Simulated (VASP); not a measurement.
# MgS in VASP: further runs, part 2 of 2

VASP 6.6.1. Earlier steps stand in the parts before.

## Step 5: Single point, PBEsol

This run uses another cell than the first one: it holds 2 atoms, not 4.

Input file INCAR:

```
PREC = Accurate ; ENCUT = 600
EDIFF = 1E-6 ; ISMEAR = 0
SIGMA = 0.1 ; LREAL = False
LASPH = True ; NELM = 120
ALGO = Normal ; ISIF = 2
LWAVE = False ; LCHARG = False
GGA = PS ; NBANDS = 11
GGA_COMPAT = False
```

Input file KPOINTS:

```
regular mesh
0
Gamma
  6 6 6
```

Input file POSCAR:

```
MgS
1.0
    0.0000000000      2.6043975556      2.6043975556
    2.6043975556      0.0000000000      2.6043975556
    2.6043975556      2.6043975556      0.0000000000
Mg S
1 1
Direct
    0.0000000000      0.0000000000      0.0000000000
    0.5000000000      0.5000000000      0.5000000000
```

Potentials or basis: VASP PAW PBE potentials, release 64 (Mg, S).

Launch:

```bash
$ cat potpaw_PBE.64/Mg/POTCAR potpaw_PBE.64/S/POTCAR > POTCAR
$ mpirun -np 1 vasp_std > vasp.out
```

OUTCAR:

```text
PREC = Accurate
   ENCUT = 600
   EDIFF = 1E-6
   ISMEAR = 0
   LREAL = False
   LASPH = True
   NELM = 120
   ISIF = 2
   GGA = PS

 ion  position               nearest neighbor table
   1  0.000  0.000  0.000-   2 2.60   2 2.60   2 2.60   2 2.60   2 2.60   2 2.60
   2  0.500  0.500  0.500-   1 2.60   1 2.60   1 2.60   1 2.60   1 2.60   1 2.60

  LATTYP: Found a face centered cubic cell.
 ALAT       =     5.2087951112

  Lattice vectors:

 A1 = (   0.0000000000,   2.6043975556,   2.6043975556)
 A2 = (   2.6043975556,   0.0000000000,   2.6043975556)
 A3 = (   2.6043975556,   2.6043975556,   0.0000000000)

Analysis of symmetry for initial positions (statically):
=====================================================================
 Subroutine PRICEL returns:
 Original cell was already a primitive cell.

 Routine SETGRP: Setting up the symmetry group for a
 face centered cubic supercell.

 Subroutine GETGRP returns: Found 48 space group operations
 (whereof 48 operations were pure point group operations)
 out of a pool of 48 trial point group operations.

The static configuration has the point symmetry O_h .

Analysis of symmetry for dynamics (positions and initial velocities):
=====================================================================
 Subroutine PRICEL returns:
 Original cell was already a primitive cell.

 Routine SETGRP: Setting up the symmetry group for a
 face centered cubic supercell.

 Subroutine GETGRP returns: Found 48 space group operations
 (whereof 48 operations were pure point group operations)
 out of a pool of 48 trial point group operations.

The dynamic configuration has the point symmetry O_h .

 Subroutine INISYM returns: Found 48 space group operations
 (whereof 48 operations are pure point group operations),
 and found     1 'primitive' translations

----------------------------------------------------------------------------------------

                                     Primitive cell

  volume of cell :      35.3307

  direct lattice vectors                    reciprocal lattice vectors
[... 107 lines left out ...]
   LEPSILON=     F    determine dielectric tensor
   LRPA    =     F    only Hartree local field effects (RPA)
 non-spin polarized calculation
 Gauss-broadening in eV      SIGMA  =   0.10
  energy-cutoff  :      600.00
  volume of cell :       35.33
 maximum number of plane-waves:      1243
 NGX is ok and might be reduce to    30

 number of electron       7.9999999 magnetization

 Free energy of the ion-electron system (eV)
  ---------------------------------------------------
  ext. energy  EPLUGINS =         0.00000000
  ---------------------------------------------------
  free energy    TOTEN  =        -9.07001639 eV

  energy without entropy =       -9.07001639  energy(sigma->0) =       -9.07001639

 E-fermi :   4.0961     XC(G=0):  -9.8229

 val. band max:        3.6496829623   @ k =   0.0000   0.0000   0.0000
 cond. band min:       6.3447614474   @ k =   0.5000   0.5000   0.0000
 fundamental gap:      2.6950784850
 Fermi energy:         4.0961278188

 k-point     1 :       0.0000    0.0000    0.0000
  band No.  band energies     occupation
      1      -9.0154      2.00000
      2       3.6497      2.00000
      3       3.6497      2.00000
      4       3.6497      2.00000
      5       7.2168      0.00000
      6      11.5035      0.00000
      7      11.5035      0.00000
      8      11.5035      0.00000
      9      13.9552      0.00000
     10      13.9552      0.00000
     11      15.9362      0.00000
[... 197 lines left out ...]
 k-point    16 :      -0.3333    0.5000    0.1667
  band No.  band energies     occupation
      1      -7.2873      2.00000
      2      -0.1497      2.00000
      3       1.0339      2.00000
      4       1.4098      2.00000
      5       7.9931      0.00000
      6       9.7461      0.00000
      7      12.7171      0.00000
      8      13.3277      0.00000
      9      17.3045      0.00000
     10      18.5568      0.00000
     11      19.0299      0.00000

------------------------ aborting loop because EDIFF is reached ----------------------------------------

  FORCE on cell =-STRESS in cart. coord.  units (eV):
  Direction    XX          YY          ZZ          XY          YZ          ZX
  --------------------------------------------------------------------------------------
  -------------------------------------------------------------------------------------
  Total       -0.2947664     -0.2947664     -0.2947664      0.0000000      0.0000000     -0.0000000
  in kB      -13.3670859    -13.3670859    -13.3670859      0.0000000      0.0000000     -0.0000000
  external PRESSURE =     -13.3670859 kB  Pullay stress =       0.0000000 kB

 VOLUME and BASIS-vectors are now :
 -----------------------------------------------------------------------------
  energy-cutoff  :      600.00
  volume of cell :       35.33
      direct lattice vectors                 reciprocal lattice vectors
     0.000000000  2.604397556  2.604397556    -0.191982979  0.191982979  0.191982979
     2.604397556  0.000000000  2.604397556     0.191982979 -0.191982979  0.191982979
     2.604397556  2.604397556  0.000000000     0.191982979  0.191982979 -0.191982979

 POSITION                                       TOTAL-FORCE (eV/Angst)
 -----------------------------------------------------------------------------------
      0.00000      0.00000      0.00000         0.000000     -0.000000      0.000000
      2.60440      2.60440      2.60440        -0.000000      0.000000     -0.000000
 -----------------------------------------------------------------------------------
    total drift:                               -0.000000     -0.000000      0.000000

  FREE ENERGIE OF THE ION-ELECTRON SYSTEM (eV)
  ---------------------------------------------------
  free  energy   TOTEN  =        -9.0700163935 eV

  energy  without entropy=       -9.0700163935  energy(sigma->0) =       -9.07001639
```

OSZICAR:

```text
N       E                     dE             d eps       ncg     rms          rms(c)
DAV:   1     0.265216695274E+02    0.26522E+02   -0.40682E+03   352   0.688E+02
DAV:   2    -0.770675779597E+01   -0.34228E+02   -0.32836E+02   443   0.105E+02
DAV:   3    -0.943301074125E+01   -0.17263E+01   -0.17241E+01   445   0.259E+01
DAV:   4    -0.944323457597E+01   -0.10224E-01   -0.10223E-01   400   0.235E+00
DAV:   5    -0.944333368591E+01   -0.99110E-04   -0.99109E-04   450   0.235E-01    0.409E+00
DAV:   6    -0.911426378485E+01    0.32907E+00   -0.69262E-01   382   0.324E+00    0.308E+00
DAV:   7    -0.907296188899E+01    0.41302E-01   -0.18268E-01   412   0.181E+00    0.192E+00
DAV:   8    -0.907024939378E+01    0.27125E-02   -0.10494E-02   379   0.595E-01    0.754E-01
DAV:   9    -0.907002589767E+01    0.22350E-03   -0.50935E-04   412   0.126E-01    0.326E-01
DAV:  10    -0.907001569594E+01    0.10202E-04   -0.15027E-04   413   0.545E-02    0.832E-03
DAV:  11    -0.907001639354E+01   -0.69760E-06   -0.16974E-06   403   0.817E-03
   1 F= -.90700164E+01 E0= -.90700164E+01  d E =-.172995E-11
```

stdout:

```text
POSCAR found type information on POSCAR MgS
 POSCAR found :  2 types and       2 ions
 scaLAPACK will be used
 -----------------------------------------------------------------------------
|                                                                             |
|                                                                             |
|     You enforced a specific xc type in the INCAR file but a different       |
|     I HOPE YOU KNOW WHAT YOU ARE DOING!                                     |
|                                                                             |
 -----------------------------------------------------------------------------

 LDA part: xc-table for (Slater+PW92), standard interpolation
 POSCAR, INCAR and KPOINTS ok, starting setup
 FFT: planning ... GRIDC
 FFT: planning ... GRID_SOFT
 FFT: planning ... GRID
 WAVECAR not read
 entering main loop
```

Run time: 11 s. Hardware: 1 thread of AMD EPYC 7R43 (Zen 3), shared host; peak memory 0.13 GiB.

Results:

| Property | Result |
| --- | --- |
| Free energy | -9.0700 eV |
| Pressure | -1.3 GPa |
| Band gap on the k mesh | 2.70 eV, indirect (least direct gap 3.57 eV) |

Caveat: the PAW data sets were made with another functional, which shifts forces and pressure a little. A k mesh can miss the band edges.

## Step 6: Single point, PBEsol

This run uses another cell than the first one: it holds 2 atoms, not 4.

Input file INCAR:

```
  PREC = Accurate
  ENCUT = 600
  EDIFF = 1E-6
  ISMEAR = 0
  SIGMA = 0.02
  LREAL = F
  LASPH = T
  NELM = 120
  ALGO = Normal
  ISIF = 2
  LWAVE = F
  LCHARG = F
  GGA = PS
  NBANDS = 11
  GGA_COMPAT = F
```

Input file KPOINTS:

```
regular mesh
0
Gamma
  8 8 8
```

Input file POSCAR:

```
MgS
1.0
    0.0000000000      2.5909736081      2.5909736081
    2.5909736081      0.0000000000      2.5909736081
    2.5909736081      2.5909736081      0.0000000000
Mg S
1 1
Direct
    0.0000000000      0.0000000000      0.0000000000
    0.5000000000      0.5000000000      0.5000000000
```

Potentials or basis: VASP PAW PBE potentials, release 64 (Mg, S).

Launch:

```bash
$ cat potpaw_PBE.64/Mg/POTCAR potpaw_PBE.64/S/POTCAR > POTCAR
$ mpirun -np 1 vasp_std > vasp.out
```

OUTCAR:

```text
PREC = Accurate
   ENCUT = 600
   EDIFF = 1E-6
   ISMEAR = 0
   LREAL = F
   LASPH = T
   NELM = 120
   ISIF = 2
   GGA = PS

 ion  position               nearest neighbor table
   1  0.000  0.000  0.000-   2 2.59   2 2.59   2 2.59   2 2.59   2 2.59   2 2.59
   2  0.500  0.500  0.500-   1 2.59   1 2.59   1 2.59   1 2.59   1 2.59   1 2.59

  LATTYP: Found a face centered cubic cell.
 ALAT       =     5.1819472162

  Lattice vectors:

 A1 = (   0.0000000000,   2.5909736081,   2.5909736081)
 A2 = (   2.5909736081,   0.0000000000,   2.5909736081)
 A3 = (   2.5909736081,   2.5909736081,   0.0000000000)

Analysis of symmetry for initial positions (statically):
=====================================================================
 Subroutine PRICEL returns:
 Original cell was already a primitive cell.

 Routine SETGRP: Setting up the symmetry group for a
 face centered cubic supercell.

 Subroutine GETGRP returns: Found 48 space group operations
 (whereof 48 operations were pure point group operations)
 out of a pool of 48 trial point group operations.

The static configuration has the point symmetry O_h .

Analysis of symmetry for dynamics (positions and initial velocities):
=====================================================================
 Subroutine PRICEL returns:
 Original cell was already a primitive cell.

 Routine SETGRP: Setting up the symmetry group for a
 face centered cubic supercell.

 Subroutine GETGRP returns: Found 48 space group operations
 (whereof 48 operations were pure point group operations)
 out of a pool of 48 trial point group operations.

The dynamic configuration has the point symmetry O_h .

 Subroutine INISYM returns: Found 48 space group operations
 (whereof 48 operations are pure point group operations),
 and found     1 'primitive' translations

----------------------------------------------------------------------------------------

                                     Primitive cell
[... 118 lines left out ...]
   AEXX    =    0.0000 exact exchange contribution
   IVDW    =     0    specifies the selected vdW correction
   LEPSILON=     F    determine dielectric tensor
   LRPA    =     F    only Hartree local field effects (RPA)
 non-spin polarized calculation
 Gauss-broadening in eV      SIGMA  =   0.02
  energy-cutoff  :      600.00
  volume of cell :       34.79
 maximum number of plane-waves:      1211
 NGX is ok and might be reduce to    30

 number of electron       8.0000000 magnetization

 Free energy of the ion-electron system (eV)
  ---------------------------------------------------
  ext. energy  EPLUGINS =         0.00000000
  ---------------------------------------------------
  free energy    TOTEN  =        -9.07550417 eV

  energy without entropy =       -9.07550417  energy(sigma->0) =       -9.07550417

 E-fermi :   3.9548     XC(G=0):  -9.8878

 val. band max:        3.7863161667   @ k =   0.0000   0.0000   0.0000
 cond. band min:       6.5157375957   @ k =   0.5000   0.5000   0.0000
 fundamental gap:      2.7294214290
 Fermi energy:         3.9548392698

 k-point     1 :       0.0000    0.0000    0.0000
  band No.  band energies     occupation
      1      -8.9681      2.00000
      2       3.7863      2.00000
      3       3.7863      2.00000
      4       3.7863      2.00000
      5       7.4763      0.00000
      6      11.6320      0.00000
      7      11.6320      0.00000
      8      11.6320      0.00000
      9      14.1107      0.00000
     10      14.1107      0.00000
     11      16.1114      0.00000
[... 309 lines left out ...]
 k-point    24 :      -0.3750    0.2500    0.1250
  band No.  band energies     occupation
      1      -7.4058      2.00000
      2      -0.6405      2.00000
      3       1.5714      2.00000
      4       2.5941      2.00000
      5       9.3184      0.00000
      6       9.8010      0.00000
      7      12.1714      0.00000
      8      13.1767      0.00000
      9      16.0015      0.00000
     10      17.1055      0.00000
     11      19.2794      0.00000

 [... further k-points ...]

------------------------ aborting loop because EDIFF is reached ----------------------------------------

  FORCE on cell =-STRESS in cart. coord.  units (eV):
  Direction    XX          YY          ZZ          XY          YZ          ZX
  --------------------------------------------------------------------------------------
  -------------------------------------------------------------------------------------
  Total       -0.0409653     -0.0409653     -0.0409653      0.0000000      0.0000000      0.0000000
  in kB       -1.8867210     -1.8867210     -1.8867210      0.0000000      0.0000000      0.0000000
  external PRESSURE =      -1.8867210 kB  Pullay stress =       0.0000000 kB

 VOLUME and BASIS-vectors are now :
 -----------------------------------------------------------------------------
  energy-cutoff  :      600.00
  volume of cell :       34.79
      direct lattice vectors                 reciprocal lattice vectors
     0.000000000  2.590973608  2.590973608    -0.192977651  0.192977651  0.192977651
     2.590973608  0.000000000  2.590973608     0.192977651 -0.192977651  0.192977651
     2.590973608  2.590973608  0.000000000     0.192977651  0.192977651 -0.192977651

 POSITION                                       TOTAL-FORCE (eV/Angst)
 -----------------------------------------------------------------------------------
      0.00000      0.00000      0.00000        -0.000000     -0.000000     -0.000000
      2.59097      2.59097      2.59097         0.000000      0.000000      0.000000
 -----------------------------------------------------------------------------------
    total drift:                               -0.000000     -0.000000      0.000000

  FREE ENERGIE OF THE ION-ELECTRON SYSTEM (eV)
  ---------------------------------------------------
  free  energy   TOTEN  =        -9.0755041659 eV

  energy  without entropy=       -9.0755041659  energy(sigma->0) =       -9.07550417
```

OSZICAR:

```text
N       E                     dE             d eps       ncg     rms          rms(c)
DAV:   1     0.228417264065E+02    0.22842E+02   -0.38252E+03   654   0.666E+02
DAV:   2    -0.792571232250E+01   -0.30767E+02   -0.29246E+02   805   0.102E+02
DAV:   3    -0.943242763701E+01   -0.15067E+01   -0.15036E+01   794   0.241E+01
DAV:   4    -0.944220131271E+01   -0.97737E-02   -0.97729E-02   721   0.218E+00
DAV:   5    -0.944228465812E+01   -0.83345E-04   -0.83345E-04   842   0.212E-01    0.416E+00
DAV:   6    -0.911901804515E+01    0.32327E+00   -0.67842E-01   716   0.321E+00    0.314E+00
DAV:   7    -0.907830810793E+01    0.40710E-01   -0.18601E-01   761   0.182E+00    0.194E+00
DAV:   8    -0.907574263653E+01    0.25655E-02   -0.10531E-02   686   0.587E-01    0.748E-01
DAV:   9    -0.907551335807E+01    0.22928E-03   -0.54197E-04   740   0.129E-01    0.313E-01
DAV:  10    -0.907550496656E+01    0.83915E-05   -0.17223E-04   742   0.582E-02    0.250E-02
DAV:  11    -0.907550416591E+01    0.80065E-06   -0.34348E-06   719   0.998E-03
   1 F= -.90755042E+01 E0= -.90755042E+01  d E =-.966767E-35
```

stdout:

```text
POSCAR found type information on POSCAR MgS
 POSCAR found :  2 types and       2 ions
 scaLAPACK will be used
 -----------------------------------------------------------------------------
|                                                                             |
|                                                                             |
|     You enforced a specific xc type in the INCAR file but a different       |
|     I HOPE YOU KNOW WHAT YOU ARE DOING!                                     |
|                                                                             |
 -----------------------------------------------------------------------------

 LDA part: xc-table for (Slater+PW92), standard interpolation
 POSCAR, INCAR and KPOINTS ok, starting setup
 FFT: planning ... GRIDC
 FFT: planning ... GRID_SOFT
 FFT: planning ... GRID
 WAVECAR not read
 entering main loop
```

It took 21 s on 1 thread of AMD EPYC 7R43 (Zen 3), shared host; peak memory 0.13 GiB.

Results:

- Free energy: -9.0755 eV
- Pressure: -0.2 GPa
- Band gap on the k mesh: 2.73 eV, indirect (least direct gap 3.69 eV)

Levels at points of the mesh, in eV from the valence-band top:
```csv
k point,band 1,band 2,band 3,band 4,band 5,band 6,band 7,band 8,band 9
"(0.00, 0.00, 0.00)",-12.75,0.00,0.00,0.00,3.69,7.85,7.85,7.85,10.32
"(0.50, 0.00, 0.00)",-11.40,-4.96,-0.61,-0.61,4.42,6.84,6.84,10.20,12.04
"(0.50, 0.50, 0.00)",-11.01,-4.33,-1.74,-1.74,2.73,4.21,11.99,12.86,13.39
```

Caveat: the PAW data sets were made with another functional, which shifts forces and pressure a little. A k mesh can miss the band edges.

## Step 7: Overview

```csv
cell,k mesh,cutoff (eV),smearing,gap on the mesh (eV),pressure (GPa)
"a = 3.646, b = 3.646, c = 5.286 Å, 4 atoms",6 × 6 × 6,520,gaussian 0.02 eV,2.60,-0.8
"a = 3.650, b = 3.650, c = 5.286 Å, 4 atoms",6 × 6 × 6,520,gaussian 0.02 eV,2.60,-1.0
"a = 3.636, b = 3.636, c = 5.389 Å, 4 atoms",6 × 6 × 6,520,gaussian 0.02 eV,2.50,-1.6
"a = 3.683 Å, angles 60.0°, 2 atoms",6 × 6 × 6,600,gaussian 0.1 eV,2.70,-1.3
"a = 3.664 Å, angles 60.0°, 2 atoms",8 × 8 × 8,600,gaussian 0.02 eV,2.73,-0.2
```

Alike in all rows: task single point; level PBEsol; potentials or basis VASP PAW PBE potentials, release 64 (Mg, S); no spin polarisation.

Caveats: the PAW data sets were made with another functional, which shifts forces and pressure a little.

Absolute energies hang on the potentials; compare differences alone.
